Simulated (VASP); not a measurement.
A run of VASP 6.6.1 is set up as follows.

File INCAR:

```
PREC = Accurate
ENCUT = 520
EDIFF = 1E-7
ISMEAR = 0
SIGMA = 0.01
LREAL = False
LASPH = True
NELM = 100
ALGO = Normal
ISIF = 2
LWAVE = False
LCHARG = False
GGA = PS
NBANDS = 27
```

Contents of KPOINTS:

```
Automatic mesh
0
Gamma
  12 12 12
```

Contents of POSCAR:

```
InSe
1.0
    2.0043871550      1.1572334635      8.4291937707
   -2.0043871550      1.1572334635      8.4291937707
    0.0000000000     -2.3144669270      8.4291937707
In Se
2 2
Direct
    0.0011929034      0.0011929034      0.0011929034
    0.1109978602      0.1109978602      0.1109978602
    0.6173495427      0.6173495427      0.6173495427
    0.8281596938      0.8281596938      0.8281596938
```

Potentials or basis: VASP PAW PBE potentials, release 64 (In_d, Se).

The run is started by

```sh
$ cat potpaw_PBE.64/In_d/POTCAR potpaw_PBE.64/Se/POTCAR > POTCAR
$ mpirun -np 1 vasp_std > vasp.out
```

Q: What does it give for the largest force?

A: 0.020 eV/Å.

Q: Estimate the pressure.

A: 0.1 GPa.

Forces in eV/Å, atoms in the order of the input:
```
In   0.000  0.000  0.019
In   0.000  0.000 -0.020
Se   0.000  0.000 -0.019
Se   0.000  0.000  0.020
```

Caveat: the PAW data sets were made with another functional, which shifts forces and pressure a little; spin-orbit coupling is left out, which moves the levels of the heavy elements.

**Measured values to compare with.**

“The Interaction of Hydrogen with the van der Waals Crystal γ-InSe”, 2020, pmc:7321205 reports, for a bulk crystal of InSe at 300 K: band gap 1.25 eV.

A measured gap of InSe is 1.25 eV (300 K; “The Interaction of Hydrogen with the van der Waals Crystal γ-InSe”, 2020, pmc:7321205); the calculated 0.36 eV misses it by -0.89 eV. Spin-orbit coupling on In, Se is left out. The value is that of PBEsol on a finite k mesh, which can miss the band edges, without temperature or zero-point motion. Semilocal functionals fall short of measured gaps as a rule.
